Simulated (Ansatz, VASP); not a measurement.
# MgS in VASP and in Ansatz

```xyz
2
Lattice="0.0000 2.6189 2.6189 2.6189 0.0000 2.6189 2.6189 2.6189 0.0000" Properties=species:S:1:pos:R:3 pbc="T T T"
Mg    0.0000    0.0000    0.0000
S     2.6189    2.6189    2.6189
```

Change from the starting cell: volume scaled by 1.02, crystal datasets.

Alike in both runs: task electric field gradients; functional LDA; k mesh 8 × 8 × 8; occupations fermi-dirac, width 0.01 eV; no spin polarisation.

|  | VASP | Ansatz |
| --- | --- | --- |
| version | VASP 6.6.1 | Ansatz 0.2.0 |
| potentials or method | VASP PAW LDA potentials, release 64 (Mg, S), cutoff 520 eV | all-electron PAW with datasets made for the crystal, scalar-relativistic |

```tsv
	VASP	Ansatz	Ansatz less VASP
gap on the k mesh at the Fermi level (eV)	2.52	2.52	+0.005
pressure (GPa)	-5.1	-4.6	+0.57
```

LDA's correlation is that of Perdew and Zunger in VASP and of Perdew and Wang (1992) in Ansatz. Ansatz ran all-electron here, and VASP with PAW potentials.
